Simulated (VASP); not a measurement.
# Br (P6_3/mmc) in VASP: relaxation of shape and atoms at fixed volume with PBE

Aim: the relaxation of shape and atoms at fixed volume of Br with PBE.

All numbers are computed with VASP 6.6.1; they aren't measurements. Logs are shortened: lines on timing, memory, paths and dates and some standing lists are left out, and cuts for length are marked.

**1. The cell of the first run**

Symmetry: P6_3/mmc, No. 194, hexagonal system. Conventional cell: a = 3.312 Å, b = 3.312 Å, c = 3.627 Å, α = 90.00°, β = 90.00°, γ = 120.00°. Within 3.7 Å of Br (site symmetry -6m2) lie 14 Br at 2.64 to 3.63 Å.

**2. Relaxation of shape and atoms at fixed volume, PBE**

Input file INCAR:

```
PREC = Accurate
ENCUT = 600
EDIFF = 1E-6
ISMEAR = -1
SIGMA = 0.05
LREAL = F
LASPH = T
NELM = 60
ALGO = Normal
ISIF = 4
LWAVE = F
LCHARG = F
GGA = PE
IBRION = 2
NSW = 50
EDIFFG = -0.005
```

Input file KPOINTS:

```
Automatic mesh
0
Gamma
  14 14 8
```

Input file POSCAR:

```
Br
1.0
    3.3116932342      0.0000000000      0.0000000000
   -1.6558466171      2.8680104704      0.0000000000
    0.0000000000      0.0000000000      3.6267089165
Br
2
Direct
    0.3333333333      0.6666666667      0.2500000000
    0.6666666667      0.3333333333      0.7500000000
```

Potentials or basis: VASP PAW PBE potentials, release 64 (Br).

Launch:

```sh
cat potpaw_PBE.64/Br/POTCAR > POTCAR
mpirun -np 1 vasp_std > vasp.out
```

OUTCAR:

```text
PREC = Accurate
   ENCUT = 600
   EDIFF = 1E-6
   ISMEAR = -1
   LREAL = F
   LASPH = T
   NELM = 60
   ISIF = 4
   GGA = PE
   IBRION = 2
   NSW = 50
   EDIFFG = -0.005

 ion  position               nearest neighbor table
   1  0.333  0.667  0.250-   2 2.64   2 2.64   2 2.64   2 2.64   2 2.64   2 2.64
   2  0.667  0.333  0.750-   1 2.64   1 2.64   1 2.64   1 2.64   1 2.64   1 2.64

  LATTYP: Found a hexagonal cell.
 ALAT       =     3.3116932342
 C/A-ratio  =     1.0951222411

  Lattice vectors:

 A1 = (   3.3116932342,   0.0000000000,   0.0000000000)
 A2 = (  -1.6558466171,   2.8680104704,   0.0000000000)
 A3 = (   0.0000000000,   0.0000000000,   3.6267089165)

Analysis of symmetry for initial positions (statically):
=====================================================================
 Subroutine PRICEL returns:
 Original cell was already a primitive cell.

 Routine SETGRP: Setting up the symmetry group for a
 hexagonal supercell.

 Subroutine GETGRP returns: Found 24 space group operations
 (whereof 12 operations were pure point group operations)
 out of a pool of 24 trial point group operations.

The static configuration has the point symmetry D_3d.
 The point group associated with its full space group is D_6h.

Analysis of symmetry for dynamics (positions and initial velocities):
=====================================================================
 Subroutine PRICEL returns:
 Original cell was already a primitive cell.

 Routine SETGRP: Setting up the symmetry group for a
 hexagonal supercell.

 Subroutine GETGRP returns: Found 24 space group operations
 (whereof 12 operations were pure point group operations)
 out of a pool of 24 trial point group operations.

The dynamic configuration has the point symmetry D_3d.
 The point group associated with its full space group is D_6h.

 Subroutine INISYM returns: Found 24 space group operations
 (whereof 12 operations are pure point group operations),
 and found     1 'primitive' translations

----------------------------------------------------------------------------------------

                                     Primitive cell

  volume of cell :      34.4464

  direct lattice vectors                    reciprocal lattice vectors
     3.311693234  0.000000000  0.000000000     0.301960335  0.174336881  0.000000000
    -1.655846617  2.868010470  0.000000000     0.000000000  0.348673762  0.000000000
     0.000000000  0.000000000  3.626708917     0.000000000  0.000000000  0.275732082

  length of vectors
     3.311693234  3.311693234  3.626708917     0.348673762  0.348673762  0.275732082

  position of ions in fractional coordinates (direct lattice)
     0.333333333  0.666666667  0.250000000
     0.666666667  0.333333333  0.750000000

  ion indices of the primitive-cell ions
   primitive index   ion index
                 1           1
                 2           2

----------------------------------------------------------------------------------------

 KPOINTS: Automatic mesh

Automatic generation of k-mesh.
 Grid dimensions read from file:
 generate k-points for:   14   14    8

 Generating k-lattice:

  Cartesian coordinates                     Fractional coordinates (reciprocal lattice)
     0.021568595  0.012452634  0.000000000     0.071428571  0.000000000  0.000000000
     0.000000000  0.024905269  0.000000000     0.000000000  0.071428571  0.000000000
     0.000000000  0.000000000  0.034466510     0.000000000  0.000000000  0.125000000

  Length of vectors
     0.024905269  0.024905269  0.034466510

  Shift w.r.t. Gamma in fractional coordinates (k-lattice)
     0.000000000  0.000000000  0.000000000

 Subroutine IBZKPT returns following result:
 ===========================================

 Found    120 irreducible k-points:

 Following reciprocal coordinates:
            Coordinates               Weight
  0.000000  0.000000  0.000000      1.000000
  0.071429  0.000000  0.000000      6.000000
  0.142857  0.000000  0.000000      6.000000
  0.214286  0.000000  0.000000      6.000000
  0.285714  0.000000  0.000000      6.000000
  0.357143  0.000000  0.000000      6.000000
[... 16 lines left out ...]
  0.285714  0.285714  0.000000      6.000000
  0.357143  0.285714  0.000000      6.000000
 [... further k-points ...]
   k-points           NKPTS =    120   k-points in BZ     NKDIM =    120   number of bands    NBANDS=     11
   number of dos      NEDOS =    301   number of ions     NIONS =      2
   total plane-waves  NPLWV =  23520
   dimension x,y,z NGX =    28 NGY =   28 NGZ =   30
   dimension x,y,z NGXF=    56 NGYF=   56 NGZF=   60
   ions per type =               2
   NGX,Y,Z   is equivalent  to a cutoff of  14.06, 14.06, 13.75 a.u.
   NGXF,Y,Z  is equivalent  to a cutoff of  28.11, 28.11, 27.50 a.u.
 SYSTEM =  unknown system
   PREC   = accura    normal or accurate (medium, high low for compatibility)
   ISTART =      0    job   : 0-new  1-cont  2-samecut
   ICHARG =      2    charge: 1-file 2-atom 10-const
   ISPIN  =      1    spin polarized calculation?
   LNONCOLLINEAR =      F non collinear calculations
   LSORBIT =      F    spin-orbit coupling
   LASPH  =      T    aspherical Exc in radial PAW
   ENCUT  =  600.0 eV  44.10 Ry    6.64 a.u.   6.61  6.61  7.24*2*pi/ulx,y,z
   NELM   =     60;   NELMIN=  2; NELMDL= -5     # of ELM steps
   EDIFF  = 0.1E-05   stopping-criterion for ELM
   LREAL  =      F    real-space projection
   EDIFFG = -.5E-02   stopping-criterion for IOM
   NSW    =     50    number of steps for IOM
   IBRION =      2    ionic relax: 0-MD 1-quasi-New 2-CG
   NFREE  =      1    steps in history (QN), initial steepest desc. (CG)
   ISIF   =      4    stress and relaxation
   ISYM   =      2    0-nonsym 1-usesym 2-fastsym
   POTIM  = 0.5000    time-step for ionic-motion
   TEBEG  =    0.0;   TEEND  =   0.0 temperature during run
   PSTRESS=    0.0 pullay stress
   NELECT =      14.0000    total number of electrons
   NUPDOWN=      -1.0000    fix difference up-down
   EMIN   =  10.00;   EMAX   =-10.00  energy-range for DOS
   EFERMI =   0.00;   METHOD = LEGACY
   ISMEAR =    -1;   SIGMA  =   0.05  broadening in eV -4-tet -1-fermi 0-gaus
   EFERMI_NEDOS =   21; number of points for ismear=-14 and -15
   IALGO  =     38    algorithm
   IMIX   =      4    mixing-type and parameters
     AMIX     =   0.40;   BMIX     =  1.00
     AMIX_MAG =   1.60;   BMIX_MAG =  1.00
  volume/ion in A,a.u.               =      17.22       116.23
  Fermi-wavevector in a.u.,A,eV,Ry     =   1.212652  2.291581 20.007719  1.470526
  Thomas-Fermi vector in A             =   2.348130
   LORBIT       =      0    0 simple, 1 ext, 2 COOP (PROOUT), +10 PAW based schemes
   GGA     = PE    functional components
   LHFCALC =     F    Hartree Fock is set to
   AEXX    =    0.0000 exact exchange contribution
   IVDW    =     0    specifies the selected vdW correction
   LEPSILON=     F    determine dielectric tensor
   LRPA    =     F    only Hartree local field effects (RPA)
 conjugate gradient relaxation of ions
 non-spin polarized calculation
  energy-cutoff  :      600.00
  volume of cell :       34.45
 maximum number of plane-waves:      1184
 NGX is ok and might be reduce to    28
   NGX = 13   NGY = 13   NGZ = 15

--------------------------------------- Ionic step        1  -------------------------------------------

 number of electron      14.0000000 magnetization

 Free energy of the ion-electron system (eV)
  ---------------------------------------------------
  ext. energy  EPLUGINS =         0.00000000
  ---------------------------------------------------
  free energy    TOTEN  =         0.01232230 eV

  energy without entropy =        0.02164938  energy(sigma->0) =        0.01698584

------------------------ aborting loop because EDIFF is reached ----------------------------------------

  FORCE on cell =-STRESS in cart. coord.  units (eV):
  Direction    XX          YY          ZZ          XY          YZ          ZX
  --------------------------------------------------------------------------------------
  -------------------------------------------------------------------------------------
  Total        9.1591077      9.1591077     15.4184521      0.0000000      0.0000000      0.0000000
  in kB      426.0104142    426.0104142    717.1464048      0.0000000      0.0000000      0.0000000
  external PRESSURE =     523.0557444 kB  Pullay stress =       0.0000000 kB

 VOLUME and BASIS-vectors are now :
 -----------------------------------------------------------------------------
  energy-cutoff  :      600.00
  volume of cell :       34.45
      direct lattice vectors                 reciprocal lattice vectors
     3.311693234  0.000000000  0.000000000     0.301960335  0.174336881  0.000000000
    -1.655846617  2.868010470  0.000000000     0.000000000  0.348673762  0.000000000
     0.000000000  0.000000000  3.626708917     0.000000000  0.000000000  0.275732082
[... 181 lines left out ...]
 POSITION                                       TOTAL-FORCE (eV/Angst)
 -----------------------------------------------------------------------------------
     -0.00000      1.75586      1.07510        -0.000000     -0.000000      0.000000
      1.52062      0.87793      3.22531         0.000000      0.000000      0.000000
 -----------------------------------------------------------------------------------
    total drift:                               -0.000000      0.000000      0.000000

  FREE ENERGIE OF THE ION-ELECTRON SYSTEM (eV)
  ---------------------------------------------------
  free  energy   TOTEN  =        -0.5591689356 eV

  energy  without entropy=       -0.5473408312  energy(sigma->0) =       -0.55325488

--------------------------------------- Ionic step        7  -------------------------------------------

 number of electron      13.9999995 magnetization

 Free energy of the ion-electron system (eV)
  ---------------------------------------------------
  ext. energy  EPLUGINS =         0.00000000
  ---------------------------------------------------
  free energy    TOTEN  =        -0.55917583 eV

  energy without entropy =       -0.54732159  energy(sigma->0) =       -0.55324871

 E-fermi :   7.3318     XC(G=0): -11.3827

 val. band max:        7.3204269715   @ k =   0.2143   0.1429   0.0000
 cond. band min:       7.3615573595   @ k =   0.0714   0.0714   0.3750
 fundamental gap:      0.0411303880
 Fermi energy:         7.3317564122

 k-point     1 :       0.0000    0.0000    0.0000
  band No.  band energies     occupation
      1     -11.9616      2.00000
      2      -7.1935      2.00000
      3      -1.0783      2.00000
      4       6.2494      2.00000
      5       6.2494      2.00000
      6       8.3114      0.00000
      7       8.3114      0.00000
      8      10.1349      0.00000
      9      13.6610      0.00000
     10      17.3490      0.00000
     11      18.5718      0.00000

 k-point     2 :       0.0714    0.0000    0.0000
  band No.  band energies     occupation
      1     -11.8759      2.00000
      2      -7.1553      2.00000
      3      -0.9856      2.00000
      4       5.6755      2.00000
      5       6.0487      2.00000
      6       7.9716      0.00001
      7       8.3681      0.00000
      8       9.9485      0.00000
      9      14.1354      0.00000
     10      17.2552      0.00000
     11      18.6596      0.00000
[... 295 lines left out ...]
 k-point    24 :       0.3571    0.2857    0.0000
  band No.  band energies     occupation
      1      -8.2513      2.00000
      2      -7.7769      2.00000
      3       0.1020      2.00000
      4       2.6428      2.00000
      5       3.0132      2.00000
      6       3.3247      2.00000
      7       4.0956      2.00000
      8       5.1118      2.00000
      9      12.5762      0.00000
     10      17.8598      0.00000
     11      20.1326      0.00000

 [... further k-points ...]

------------------------ aborting loop because EDIFF is reached ----------------------------------------

  FORCE on cell =-STRESS in cart. coord.  units (eV):
  Direction    XX          YY          ZZ          XY          YZ          ZX
  --------------------------------------------------------------------------------------
  -------------------------------------------------------------------------------------
  Total        8.4537118      8.4537118      8.4408350      0.0000000     -0.0000000      0.0000000
  in kB      393.2008853    393.2008853    392.6019559      0.0000000     -0.0000000      0.0000000
  external PRESSURE =     393.0012422 kB  Pullay stress =       0.0000000 kB

 VOLUME and BASIS-vectors are now :
 -----------------------------------------------------------------------------
  energy-cutoff  :      600.00
  volume of cell :       34.45
      direct lattice vectors                 reciprocal lattice vectors
     3.041776351  0.000000000  0.000000000     0.328755268  0.189806943 -0.000000000
    -1.520888176  2.634255593 -0.000000000     0.000000000  0.379613885 -0.000000000
     0.000000000  0.000000000  4.298909906     0.000000000  0.000000000  0.232617110

 POSITION                                       TOTAL-FORCE (eV/Angst)
 -----------------------------------------------------------------------------------
     -0.00000      1.75617      1.07473        -0.000000      0.000000      0.000000
      1.52089      0.87809      3.22418         0.000000     -0.000000      0.000000
 -----------------------------------------------------------------------------------
    total drift:                               -0.000000      0.000000      0.000000

  FREE ENERGIE OF THE ION-ELECTRON SYSTEM (eV)
  ---------------------------------------------------
  free  energy   TOTEN  =        -0.5591758291 eV

  energy  without entropy=       -0.5473215932  energy(sigma->0) =       -0.55324871

 reached required accuracy - stopping structural energy minimisation
```

Run time: 1.9 min. Hardware: 1 thread of Intel Xeon Platinum 8488C (Sapphire Rapids), shared host; peak memory 0.18 GiB.

What came out:

```yaml
Free_energy: -0.5592 eV
Energy_gained_by_relaxing: 285.7 meV/atom
Ionic_steps: 7
Pressure_after_relaxing: 39.3 GPa
Band_gap_on_the_k_mesh: zero (bands 7 and 8 overlap by 3.32 eV)
```

The path:
```csv
step,energy change (eV),largest force (eV/Å),pressure (GPa),volume (Å³)
1,0.0000,0.0000,52.31,34.45
2,-0.4702,0.0000,43.90,34.45
3,-0.5705,0.0000,39.68,34.45
4,-0.5715,0.0000,39.36,34.45
5,-0.5714,0.0000,39.20,34.45
6,-0.5715,0.0000,39.28,34.45
7,-0.5715,0.0000,39.30,34.45
```

Final structure:
```cif
data_structure
_symmetry_space_group_name_H-M 'P 1'
_symmetry_Int_Tables_number 1
_cell_length_a 3.0418
_cell_length_b 3.0418
_cell_length_c 4.2989
_cell_angle_alpha 90.000
_cell_angle_beta 90.000
_cell_angle_gamma 120.000
_cell_volume 34.45
loop_
_atom_site_label
_atom_site_type_symbol
_atom_site_fract_x
_atom_site_fract_y
_atom_site_fract_z
_atom_site_occupancy
Br1 Br 0.33333 0.66667 0.25000 1
Br2 Br 0.66667 0.33333 0.75000 1
```

Levels at points of the mesh, in eV from the Fermi level:
```csv
k point,band 5,band 6,band 7,band 8,band 9,band 10
"(0.00, 0.00, 0.00)",-1.08,0.98,0.98,2.80,6.33,10.02
"(0.50, 0.00, 0.00)",-4.73,-3.45,-2.42,0.62,4.53,8.74
"(0.00, 0.00, 0.50)",-0.08,-0.08,-0.08,-0.08,8.71,8.71
"(0.50, 0.00, 0.50)",-1.87,-1.87,-0.47,-0.47,7.21,7.21
```

Caveat: a cell axis changed by over 15 % at a fixed basis, so the end point is rough.

The gap in the log of VASP goes by the Fermi energy; the results here count the filled bands.